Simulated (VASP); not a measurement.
# OsF3 (Pm-3m) in VASP: notebook

OsF3 is run at these levels: PBE; tasks: single point.

Program: VASP 6.6.1. These are calculated values, not measurements. Logs are shortened: lines on timing, memory, paths and dates and some standing lists are left out, and cuts for length are marked.

### Step 1. The cell of the first run

Symmetry: Pm-3m, No. 221, cubic system. The conventional cell has a = 4.030 Å, b = 4.030 Å, c = 4.030 Å, α = 90.00°, β = 90.00°, γ = 90.00°. Os (site symmetry m-3m) has 6 F at 2.02 Å within 2.7 Å. F (site symmetry 4/mmm) has 2 Os at 2.02 Å within 2.7 Å.

### Step 2. Single point, PBE

Input file INCAR:

```
SYSTEM = OsF3
  ALGO = Normal
  EDIFF = 1E-6
  ENCUT = 520
  GGA = PE
  ISIF = 2
  ISMEAR = 0
  LASPH = .TRUE.
  LCHARG = .FALSE.
  LREAL = .FALSE.
  LWAVE = .FALSE.
  NBANDS = 22
  NELM = 80
  PREC = Accurate
  SIGMA = 0.05
```

Input file KPOINTS:

```
k-points
0
G
  10 10 10
  0 0 0
```

Input file POSCAR:

```
OsF3
1.0
    4.0301740801      0.0000000000      0.0000000000
    0.0000000000      4.0301740801      0.0000000000
    0.0000000000      0.0000000000      4.0301740801
Os F
1 3
Direct
    0.0000000000      0.0000000000      0.0000000000
    0.5000000000      0.0000000000      0.0000000000
    0.0000000000      0.0000000000      0.5000000000
    0.0000000000      0.5000000000      0.0000000000
```

Potentials or basis: VASP PAW PBE potentials, release 64 (Os, F).

Run with:

```bash
$ cat potpaw_PBE.64/Os/POTCAR potpaw_PBE.64/F/POTCAR > POTCAR
$ mpirun -np 1 vasp_std > vasp.out
```

OUTCAR:

```text
SYSTEM = OsF3
   EDIFF = 1E-6
   ENCUT = 520
   GGA = PE
   ISIF = 2
   ISMEAR = 0
   LASPH = .TRUE.
   LREAL = .FALSE.
   NELM = 80
   PREC = Accurate

 ion  position               nearest neighbor table
   1  0.000  0.000  0.000-   2 2.02   3 2.02   4 2.02   3 2.02   4 2.02   2 2.02
   2  0.500  0.000  0.000-   1 2.02   1 2.02
   3  0.000  0.000  0.500-   1 2.02   1 2.02
   4  0.000  0.500  0.000-   1 2.02   1 2.02

  LATTYP: Found a simple cubic cell.
 ALAT       =     4.0301740801

  Lattice vectors:

 A1 = (   4.0301740801,   0.0000000000,   0.0000000000)
 A2 = (   0.0000000000,   4.0301740801,   0.0000000000)
 A3 = (   0.0000000000,   0.0000000000,   4.0301740801)

Analysis of symmetry for initial positions (statically):
=====================================================================
 Subroutine PRICEL returns:
 Original cell was already a primitive cell.

 Routine SETGRP: Setting up the symmetry group for a
 simple cubic supercell.

 Subroutine GETGRP returns: Found 48 space group operations
 (whereof 48 operations were pure point group operations)
 out of a pool of 48 trial point group operations.

The static configuration has the point symmetry O_h .

Analysis of symmetry for dynamics (positions and initial velocities):
=====================================================================
 Subroutine PRICEL returns:
 Original cell was already a primitive cell.

 Routine SETGRP: Setting up the symmetry group for a
 simple cubic supercell.

 Subroutine GETGRP returns: Found 48 space group operations
 (whereof 48 operations were pure point group operations)
 out of a pool of 48 trial point group operations.

The dynamic configuration has the point symmetry O_h .

 Subroutine INISYM returns: Found 48 space group operations
 (whereof 48 operations are pure point group operations),
 and found     1 'primitive' translations

----------------------------------------------------------------------------------------

                                     Primitive cell

  volume of cell :      65.4593

  direct lattice vectors                    reciprocal lattice vectors
     4.030174080  0.000000000  0.000000000     0.248128240  0.000000000  0.000000000
     0.000000000  4.030174080  0.000000000     0.000000000  0.248128240  0.000000000
     0.000000000  0.000000000  4.030174080     0.000000000  0.000000000  0.248128240

  length of vectors
     4.030174080  4.030174080  4.030174080     0.248128240  0.248128240  0.248128240

  position of ions in fractional coordinates (direct lattice)
     0.000000000  0.000000000  0.000000000
     0.500000000  0.000000000  0.000000000
     0.000000000  0.000000000  0.500000000
     0.000000000  0.500000000  0.000000000

  ion indices of the primitive-cell ions
   primitive index   ion index
                 1           1
                 2           2
                 3           3
                 4           4

----------------------------------------------------------------------------------------

 KPOINTS: k-points

Automatic generation of k-mesh.
 Grid dimensions read from file:
 generate k-points for:   10   10   10

 Generating k-lattice:

  Cartesian coordinates                     Fractional coordinates (reciprocal lattice)
     0.024812824  0.000000000  0.000000000     0.100000000  0.000000000  0.000000000
     0.000000000  0.024812824  0.000000000     0.000000000  0.100000000  0.000000000
     0.000000000  0.000000000  0.024812824     0.000000000  0.000000000  0.100000000

  Length of vectors
     0.024812824  0.024812824  0.024812824

  Shift w.r.t. Gamma in fractional coordinates (k-lattice)
     0.000000000  0.000000000  0.000000000

 Subroutine IBZKPT returns following result:
 ===========================================

 Found     56 irreducible k-points:

 Following reciprocal coordinates:
            Coordinates               Weight
  0.000000  0.000000  0.000000      1.000000
  0.100000  0.000000  0.000000      6.000000
  0.200000  0.000000  0.000000      6.000000
  0.300000  0.000000  0.000000      6.000000
  0.400000  0.000000  0.000000      6.000000
  0.500000  0.000000  0.000000      3.000000
[... 16 lines left out ...]
  0.200000  0.100000  0.100000     24.000000
  0.300000  0.100000  0.100000     24.000000
 [... further k-points ...]
   k-points           NKPTS =     56   k-points in BZ     NKDIM =     56   number of bands    NBANDS=     22
   number of dos      NEDOS =    301   number of ions     NIONS =      4
   total plane-waves  NPLWV =  27000
   dimension x,y,z NGX =    30 NGY =   30 NGZ =   30
   dimension x,y,z NGXF=    60 NGYF=   60 NGZF=   60
   ions per type =               1   3
   NGX,Y,Z   is equivalent  to a cutoff of  12.38, 12.38, 12.38 a.u.
   NGXF,Y,Z  is equivalent  to a cutoff of  24.75, 24.75, 24.75 a.u.
 SYSTEM =  OsF3
   PREC   = accura    normal or accurate (medium, high low for compatibility)
   ISTART =      0    job   : 0-new  1-cont  2-samecut
   ICHARG =      2    charge: 1-file 2-atom 10-const
   ISPIN  =      1    spin polarized calculation?
   LNONCOLLINEAR =      F non collinear calculations
   LSORBIT =      F    spin-orbit coupling
   LASPH  =      T    aspherical Exc in radial PAW
   ENCUT  =  520.0 eV  38.22 Ry    6.18 a.u.   7.49  7.49  7.49*2*pi/ulx,y,z
   NELM   =     80;   NELMIN=  2; NELMDL= -5     # of ELM steps
   EDIFF  = 0.1E-05   stopping-criterion for ELM
   LREAL  =      F    real-space projection
   EDIFFG = 0.1E-04   stopping-criterion for IOM
   NSW    =      0    number of steps for IOM
   IBRION =     -1    ionic relax: 0-MD 1-quasi-New 2-CG
   NFREE  =      0    steps in history (QN), initial steepest desc. (CG)
   ISIF   =      2    stress and relaxation
   ISYM   =      2    0-nonsym 1-usesym 2-fastsym
   POTIM  = 0.5000    time-step for ionic-motion
   TEBEG  =    0.0;   TEEND  =   0.0 temperature during run
   PSTRESS=    0.0 pullay stress
   NELECT =      29.0000    total number of electrons
   NUPDOWN=      -1.0000    fix difference up-down
   EMIN   =  10.00;   EMAX   =-10.00  energy-range for DOS
   EFERMI =   0.00;   METHOD = LEGACY
   ISMEAR =     0;   SIGMA  =   0.05  broadening in eV -4-tet -1-fermi 0-gaus
   EFERMI_NEDOS =   21; number of points for ismear=-14 and -15
   IALGO  =     38    algorithm
   IMIX   =      4    mixing-type and parameters
     AMIX     =   0.40;   BMIX     =  1.00
     AMIX_MAG =   1.60;   BMIX_MAG =  1.00
  volume/ion in A,a.u.               =      16.36       110.44
  Fermi-wavevector in a.u.,A,eV,Ry     =   1.248007  2.358391 21.191366  1.557521
  Thomas-Fermi vector in A             =   2.382113
   LORBIT       =      0    0 simple, 1 ext, 2 COOP (PROOUT), +10 PAW based schemes
   GGA     = PE    functional components
   LHFCALC =     F    Hartree Fock is set to
   AEXX    =    0.0000 exact exchange contribution
   IVDW    =     0    specifies the selected vdW correction
   LEPSILON=     F    determine dielectric tensor
   LRPA    =     F    only Hartree local field effects (RPA)
 non-spin polarized calculation
 Gauss-broadening in eV      SIGMA  =   0.05
  energy-cutoff  :      520.00
  volume of cell :       65.46
 maximum number of plane-waves:      1791
 NGX is ok and might be reduce to    30
   NGX = 15   NGY = 15   NGZ = 15

 number of electron      28.9999958 magnetization

 Free energy of the ion-electron system (eV)
  ---------------------------------------------------
  ext. energy  EPLUGINS =         0.00000000
  ---------------------------------------------------
  free energy    TOTEN  =       -21.03752496 eV

  energy without entropy =      -21.03088371  energy(sigma->0) =      -21.03420433

 E-fermi :   1.2009     XC(G=0):  -8.5668

 val. band max:        1.1964996314   @ k =   0.4000   0.3000   0.2000
 cond. band min:       1.2039225457   @ k =   0.5000   0.4000   0.3000
 fundamental gap:      0.0074229143
 Fermi energy:         1.2009410403

 k-point     1 :       0.0000    0.0000    0.0000
  band No.  band energies     occupation
      1     -24.2207      2.00000
      2     -23.8079      2.00000
      3     -23.8079      2.00000
      4      -6.2341      2.00000
      5      -6.2341      2.00000
      6      -6.2341      2.00000
[... 14 lines left out ...]
     21      13.0188      0.00000
     22      13.1243      0.00000

 k-point     2 :       0.1000    0.0000    0.0000
  band No.  band energies     occupation
      1     -24.2011      2.00000
      2     -23.8074      2.00000
      3     -23.7927      2.00000
      4      -6.4717      2.00000
      5      -6.2249      2.00000
      6      -6.2249      2.00000
[... 14 lines left out ...]
     21      13.1114      0.00000
     22      13.1578      0.00000

 k-point     3 :       0.2000    0.0000    0.0000
  band No.  band energies     occupation
      1     -24.1571      2.00000
      2     -23.8064      2.00000
      3     -23.7451      2.00000
      4      -7.0783      2.00000
      5      -6.1977      2.00000
      6      -6.1977      2.00000
[... 14 lines left out ...]
     21      13.2651      0.00000
     22      13.2652      0.00000

 k-point     4 :       0.3000    0.0000    0.0000
  band No.  band energies     occupation
      1     -24.1145      2.00000
      2     -23.8049      2.00000
      3     -23.6714      2.00000
      4      -7.7707      2.00000
      5      -6.1552      2.00000
      6      -6.1552      2.00000
[... 14 lines left out ...]
     21      13.4656      0.00000
     22      13.4656      0.00000

 k-point     5 :       0.4000    0.0000    0.0000
  band No.  band energies     occupation
      1     -24.0880      2.00000
      2     -23.8036      2.00000
      3     -23.6003      2.00000
      4      -8.2857      2.00000
      5      -6.1088      2.00000
      6      -6.1088      2.00000
[... 14 lines left out ...]
     21      13.7684      0.00000
     22      13.7701      0.00000

 k-point     6 :       0.5000    0.0000    0.0000
  band No.  band energies     occupation
      1     -24.0790      2.00000
      2     -23.8036      2.00000
      3     -23.5707      2.00000
      4      -8.4734      2.00000
      5      -6.0863      2.00000
      6      -6.0863      2.00000
[... 14 lines left out ...]
     21      14.0030      0.00000
     22      14.0033      0.00000

 k-point     7 :       0.1000    0.1000    0.0000
  band No.  band energies     occupation
      1     -24.1815      2.00000
      2     -23.7994      2.00000
      3     -23.7859      2.00000
      4      -6.4680      2.00000
      5      -6.4606      2.00000
      6      -6.2158      2.00000
[... 324 lines left out ...]
      6      -6.3903      2.00000
[... 14 lines left out ...]
     21      10.0713      0.00000
     22      13.9112      0.00000

 k-point    21 :       0.5000    0.5000    0.0000
  band No.  band energies     occupation
      1     -23.9375      2.00000
      2     -23.5642      2.00000
      3     -23.5642      2.00000
      4      -8.5493      2.00000
      5      -8.3815      2.00000
      6      -6.4584      2.00000
[... 14 lines left out ...]
     21       9.2669      0.00000
     22      13.8950      0.00000

 k-point    22 :       0.1000    0.1000    0.1000
  band No.  band energies     occupation
      1     -24.1612      2.00000
      2     -23.7855      2.00000
      3     -23.7854      2.00000
      4      -6.4642      2.00000
      5      -6.4534      2.00000
      6      -6.4533      2.00000
[... 14 lines left out ...]
     21      11.9417      0.00000
     22      13.7334      0.00000

 k-point    23 :       0.2000    0.1000    0.1000
  band No.  band energies     occupation
      1     -24.1139      2.00000
      2     -23.7840      2.00000
      3     -23.7408      2.00000
      4      -7.0697      2.00000
      5      -6.4388      2.00000
      6      -6.4321      2.00000
[... 14 lines left out ...]
     21      12.1628      0.00000
     22      13.9187      0.00000

 k-point    24 :       0.3000    0.1000    0.1000
  band No.  band energies     occupation
      1     -24.0685      2.00000
      2     -23.7824      2.00000
      3     -23.6693      2.00000
      4      -7.7664      2.00000
      5      -6.4058      2.00000
      6      -6.3998      2.00000
[... 14 lines left out ...]
     21      12.5161      0.00000
     22      13.9995      0.00000

 [... further k-points ...]

------------------------ aborting loop because EDIFF is reached ----------------------------------------

  FORCE on cell =-STRESS in cart. coord.  units (eV):
  Direction    XX          YY          ZZ          XY          YZ          ZX
  --------------------------------------------------------------------------------------
  -------------------------------------------------------------------------------------
  Total        0.3695335      0.3695335      0.3695335     -0.0000000     -0.0000000     -0.0000000
  in kB        9.0446759      9.0446759      9.0446759     -0.0000000     -0.0000000     -0.0000000
  external PRESSURE =       9.0446759 kB  Pullay stress =       0.0000000 kB

 VOLUME and BASIS-vectors are now :
 -----------------------------------------------------------------------------
  energy-cutoff  :      520.00
  volume of cell :       65.46
      direct lattice vectors                 reciprocal lattice vectors
     4.030174080  0.000000000  0.000000000     0.248128240  0.000000000  0.000000000
     0.000000000  4.030174080  0.000000000     0.000000000  0.248128240  0.000000000
     0.000000000  0.000000000  4.030174080     0.000000000  0.000000000  0.248128240

 POSITION                                       TOTAL-FORCE (eV/Angst)
 -----------------------------------------------------------------------------------
      0.00000      0.00000      0.00000         0.000000      0.000000      0.000000
      2.01509      0.00000      0.00000         0.000000      0.000000      0.000000
      0.00000      0.00000      2.01509         0.000000      0.000000      0.000000
      0.00000      2.01509      0.00000         0.000000      0.000000      0.000000
 -----------------------------------------------------------------------------------
    total drift:                                0.000000      0.000000      0.000000

  FREE ENERGIE OF THE ION-ELECTRON SYSTEM (eV)
  ---------------------------------------------------
  free  energy   TOTEN  =       -21.0375249561 eV

  energy  without entropy=      -21.0308837128  energy(sigma->0) =      -21.03420433
```

Run time: 24 s. Hardware: 1 thread of Intel Xeon 6975P-C (Granite Rapids), shared host; peak memory 0.21 GiB.

What came out:

| Property | Result |
| --- | --- |
| Free energy | -21.0375 eV |
| Pressure | 0.9 GPa |
| Band gap on the k mesh | zero (an odd number of electrons rules out a gap without spin polarisation) |

Caveat: spin-orbit coupling is left out, which moves the levels of the heavy elements; an odd number of electrons without spin polarisation forces a metal; a magnetic or distorted state may lie lower.

[end of part 1 of 2]

The gap in the log of VASP goes by the Fermi energy; the results here count the filled bands.